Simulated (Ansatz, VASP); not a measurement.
# InSb: VASP beside Ansatz

INCAR

```
PREC     = Accurate       # precision mode
ENCUT    = 520            # plane-wave cutoff, eV
EDIFF    = 1E-7           # SCF threshold, eV
ISMEAR   = 0              # smearing method
SIGMA    = 0.2            # smearing width, eV
LREAL    = F              # projectors in reciprocal space
LASPH    = T              # aspherical terms in the spheres
NELM     = 100            # most SCF steps
ALGO     = Normal         # electronic algorithm
ISIF     = 2              # what is computed and relaxed
LWAVE    = F              # write WAVECAR
LCHARG   = F              # write CHGCAR
GGA      = PE             # functional
NBANDS   = 16             # bands
```

KPOINTS

```
regular mesh
0
Gamma
  7 7 4
```

POSCAR

```
InSb
1.0
    3.0766560000      0.0000000000      0.0000000000
    0.0000000000      3.0766560000      0.0000000000
    0.0000000000      0.0000000000      6.2154700000
In Sb
1 1
Direct
    0.0000000000      0.0000000000      0.0000000000
    0.0000000000      0.0000000000      0.5000000000
```

Input for Ansatz:

```yaml
crystal:
  lattice:
    - [3.076656, 0.0, 0.0]
    - [0.0, 3.076656, 0.0]
    - [0.0, 0.0, 6.21547]
  atoms:
    - { symbol: In, position: [0.0, 0.0, 0.0] }
    - { symbol: Sb, position: [0.0, 0.0, 0.5] }
basis:
  ecutwfc: 420
kpoints:
  mp_grid: { grid: [7, 7, 4] }
hamiltonian:
  xc: pbe
scf:
  occupations: { method: gaussian, width: 0.2 }
output:
  forces: true
  stress: true
  eigenvalues: true
```

Alike in both runs: task single point; functional PBE; k mesh 7 × 7 × 4; occupations gaussian, width 0.2 eV; no spin polarisation.

|  | VASP | Ansatz |
| --- | --- | --- |
| version | VASP 6.6.1 | Ansatz 0.2.0 |
| potentials or method | VASP PAW PBE potentials, release 64 (In_d, Sb), cutoff 520 eV | scalar-relativistic, plane waves, PAW |
| valence electrons in the cell | 18 | 28 |

```tsv
	VASP	Ansatz	Ansatz less VASP
gap on the k mesh at the Fermi level (eV)	none	none	-
pressure (GPa)	0.4	0.4	+0.04
traceless stress, the component that is largest in VASP (GPa)	0.22	0.22	+0.002
```

A gap of «none» marks a metal or a gap that the smearing closes. The functional is the same, so the differences come from potentials, cutoffs and numerics. VASP's potentials hold 18 valence electrons a cell and Ansatz's 28, so a difference there can come from the potentials and not from the codes.

Spin-orbit coupling is off throughout.
